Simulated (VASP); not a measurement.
# Ba (P6_3/mmc) in VASP: further runs, part 2 of 2

VASP 6.6.1.

### Step 3. Single point, LDA (55.96 Å³/atom)

This run uses another cell than the first one, of 55.96 Å³/atom.

The input, INCAR:

```
PREC = Accurate
ENCUT = 520
EDIFF = 1E-6
ISMEAR = -1
SIGMA = 0.1
LREAL = False
LASPH = True
NELM = 60
ALGO = Normal
ISIF = 2
LWAVE = False
LCHARG = True
GGA = CA
LELF = True
LVHAR = True
NBANDS = 28
```

The input, KPOINTS:

```
regular mesh
0
Gamma
  10 10 3
```

The input, POSCAR:

```
Ba
1.0
    4.2976558707      0.0000000000      0.0000000000
   -2.1488279354      3.7218791608      0.0000000000
    0.0000000000      0.0000000000     13.9930175770
Ba
4
Direct
    1.0000000000      1.0000000000      0.0000000000
    1.0000000000      0.0000000000      0.5000000000
    0.3333333333      0.6666666667      0.2500000000
    0.6666666667      0.3333333333      0.7500000000
```

Potentials or basis: VASP PAW LDA potentials, release 64 (Ba_sv).

Launch:

```console
> cat potpaw_LDA.64/Ba_sv/POTCAR > POTCAR
> mpirun -np 1 vasp_std > vasp.out
```

OUTCAR:

```text
PREC = Accurate
   ENCUT = 520
   EDIFF = 1E-6
   ISMEAR = -1
   LREAL = False
   LASPH = True
   NELM = 60
   ISIF = 2
   GGA = CA

 ion  position               nearest neighbor table
   1  0.000  0.000  0.000-   3 4.29   4 4.29   4 4.29   3 4.29   4 4.29   3 4.29
   2  0.000  0.000  0.500-   3 4.29   4 4.29   4 4.29   3 4.29   4 4.29   3 4.29
   3  0.333  0.667  0.250-   1 4.29   2 4.29   1 4.29   2 4.29   1 4.29   2 4.29
   4  0.667  0.333  0.750-   1 4.29   2 4.29   1 4.29   2 4.29   1 4.29   2 4.29

  LATTYP: Found a hexagonal cell.
 ALAT       =     4.2976558707
 C/A-ratio  =     3.2559651117

  Lattice vectors:

 A1 = (   4.2976558707,   0.0000000000,   0.0000000000)
 A2 = (  -2.1488279354,   3.7218791608,   0.0000000000)
 A3 = (   0.0000000000,   0.0000000000,  13.9930175770)

Analysis of symmetry for initial positions (statically):
=====================================================================
 Subroutine PRICEL returns:
 Original cell was already a primitive cell.

 Routine SETGRP: Setting up the symmetry group for a
 hexagonal supercell.

 Subroutine GETGRP returns: Found 24 space group operations
[... 170 lines left out ...]

 E-fermi :   1.8618     XC(G=0):  -8.0066

 val. band max:        1.8275585901   @ k =   0.2000   0.2000   0.3333
 cond. band min:       1.8848163718   @ k =   0.3000   0.3000   0.3333
 fundamental gap:      0.0572577817
 Fermi energy:         1.8618385601

 k-point     1 :       0.0000    0.0000    0.0000
  band No.  band energies     occupation
      1     -26.7670      2.00000
      2     -26.7366      2.00000
      3     -26.7277      2.00000
      4     -26.6968      2.00000
      5     -12.3337      2.00000
      6     -12.0089      2.00000
[... 733 lines left out ...]
     27       3.4806      0.00000
     28       3.7497      0.00000

 [... further k-points ...]

------------------------ aborting loop because EDIFF is reached ----------------------------------------

  FORCE on cell =-STRESS in cart. coord.  units (eV):
  Direction    XX          YY          ZZ          XY          YZ          ZX
  --------------------------------------------------------------------------------------
  -------------------------------------------------------------------------------------
  Total       -0.3961968     -0.3961968     -0.3905951      0.0000000     -0.0000000      0.0000000
  in kB       -2.8360655     -2.8360655     -2.7959675      0.0000000     -0.0000000      0.0000000
  external PRESSURE =      -2.8226995 kB  Pullay stress =       0.0000000 kB

 VOLUME and BASIS-vectors are now :
 -----------------------------------------------------------------------------
  energy-cutoff  :      520.00
  volume of cell :      223.82
      direct lattice vectors                 reciprocal lattice vectors
     4.297655871  0.000000000  0.000000000     0.232684987  0.134340740  0.000000000
    -2.148827935  3.721879161  0.000000000     0.000000000  0.268681480  0.000000000
     0.000000000  0.000000000 13.993017577     0.000000000  0.000000000  0.071464214

 POSITION                                       TOTAL-FORCE (eV/Angst)
 -----------------------------------------------------------------------------------
      0.00000      0.00000      0.00000        -0.000000      0.000000      0.000000
      0.00000      0.00000      6.99651        -0.000000      0.000000      0.000000
     -0.00000      2.48125      3.49825         0.000000     -0.000000      0.000000
      2.14883      1.24063     10.49476        -0.000000      0.000000     -0.000000
 -----------------------------------------------------------------------------------
    total drift:                                0.000000      0.000000     -0.000000

  FREE ENERGIE OF THE ION-ELECTRON SYSTEM (eV)
  ---------------------------------------------------
  free  energy   TOTEN  =        -9.0440889332 eV

  energy  without entropy=       -8.8226991380  energy(sigma->0) =       -8.93339404
```

OSZICAR:

```text
N       E                     dE             d eps       ncg     rms          rms(c)
DAV:   1     0.303090390772E+03    0.30309E+03   -0.16635E+04  1568   0.120E+03
DAV:   2     0.123284490482E+02   -0.29076E+03   -0.28559E+03  2372   0.232E+02
DAV:   3    -0.835890075204E+01   -0.20687E+02   -0.20222E+02  2232   0.614E+01
DAV:   4    -0.907737587160E+01   -0.71848E+00   -0.71271E+00  2416   0.901E+00
DAV:   5    -0.908900933229E+01   -0.11633E-01   -0.11617E-01  2132   0.121E+00    0.392E+00
DAV:   6    -0.906051384102E+01    0.28495E-01   -0.20708E-02  2216   0.938E-01    0.228E+00
DAV:   7    -0.904389211105E+01    0.16622E-01   -0.30272E-02  2120   0.119E+00    0.964E-02
DAV:   8    -0.904405455636E+01   -0.16245E-03   -0.89407E-04  2256   0.105E-01    0.502E-02
DAV:   9    -0.904408897560E+01   -0.34419E-04   -0.48826E-05  2140   0.309E-02    0.445E-03
DAV:  10    -0.904408893324E+01    0.42357E-07   -0.10789E-06  1496   0.477E-03
   1 F= -.90440889E+01 E0= -.89333940E+01  d E =-.221390E+00
```

stdout:

```text
POSCAR found type information on POSCAR Ba
 POSCAR found :  1 types and       4 ions
 scaLAPACK will be used
 LDA part: xc-table for (Slater(with rela. corr.)+CA(PZ))
 , standard interpolation
 POSCAR, INCAR and KPOINTS ok, starting setup
 FFT: planning ... GRIDC
 FFT: planning ... GRID_SOFT
 FFT: planning ... GRID
 WAVECAR not read
 entering main loop
```

It took 1.9 min on 1 thread of Oxide Virtual Turin-like, shared host; peak memory 0.29 GiB.

What came out:

| Quantity | Value |
| --- | --- |
| Free energy | -9.0441 eV |
| Pressure | -0.3 GPa |
| Band gap on the k mesh | zero (bands 20 and 21 overlap by 0.25 eV) |

Caveat: spin-orbit coupling is left out, which moves the levels of the heavy elements.

The gap in the log of VASP goes by the Fermi energy; the results here count the filled bands.